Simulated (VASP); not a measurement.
The system is BeS (zincblende type).

```
Be S
1.0
     0.00000    2.36117    2.36117
     2.36117    0.00000    2.36117
     2.36117    2.36117    0.00000
Be S
1 1
Direct
  0.00000 0.00000 0.00000
  0.25000 0.25000 0.25000
```

| Quantity | Value |
| --- | --- |
| Program | VASP 6.6.1 |
| Task | relaxation of cell and atoms |
| Functional | r2SCAN |
| Potentials or basis | VASP PAW PBE potentials, release 64 (Be, S) |
| Cutoff | 600 eV |
| k mesh | 15 × 15 × 15 |
| Occupations | fermi-dirac, width 0.05 eV |
| Spin | no spin polarisation |

At the start: pressure 10.9 GPa; volume 13.16 Å³/atom.

Problem. Where does the relaxation end?

Solution. Over 3 steps the energy falls by 41.2 meV/atom and the volume is 14.46 Å³/atom (+9.9 %); space group F-43m (No. 216, to 0.05 Å).

Step by step:
```tsv
step	energy change (eV)	largest force (eV/Å)	pressure (GPa)	volume (Å³)
1	0.0000	0.0000	10.91	26.33
2	-0.0732	0.0000	-2.98	29.89
3	-0.0823	0.0000	0.05	28.92
```

Final structure:
```xyz
2
Lattice="0.0000 2.4364 2.4364 2.4364 0.0000 2.4364 2.4364 2.4364 0.0000" Properties=species:S:1:pos:R:3 pbc="T T T"
Be    0.0000    0.0000    0.0000
S     1.2182    1.2182    1.2182
```

Caveat: the PAW data sets were made with another functional, which shifts forces and pressure a little.
